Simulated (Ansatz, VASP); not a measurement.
GaP in VASP and in Ansatz

```
Ga P
1.0
     3.89376    0.00000    0.00000
     0.00000    5.50661    0.00000
     0.00000    0.00000    3.89376
Ga P
2 2
Direct
  0.00000 0.00000 0.00000
  0.50000 0.50000 0.49999
  0.50000 0.25000 0.00000
  0.00000 0.75000 0.49999
```

Alike in both runs: task single point; functional PBE; k mesh 6 × 4 × 6; occupations gaussian, width 0.1 eV; no spin polarisation.

|  | VASP | Ansatz |
| --- | --- | --- |
| version | VASP 6.6.1 | Ansatz 0.2.0 |
| potentials or method | VASP PAW PBE potentials, release 64 (Ga_d, P), cutoff 500 eV | scalar-relativistic, plane waves, PAW |
| valence electrons in the cell | 36 | 36 |

Ansatz gave:

| Property | Result |
| --- | --- |
| gap on the k mesh at the Fermi level (eV) | 1.58 |
| least direct gap on the mesh (eV) | 1.58 |

**Question.** Which values does VASP return?

**Answer.** gap on the k mesh at the Fermi level (eV): 1.57; least direct gap on the mesh (eV): 1.57.

Ansatz's warnings: structure snapped to symmetry.
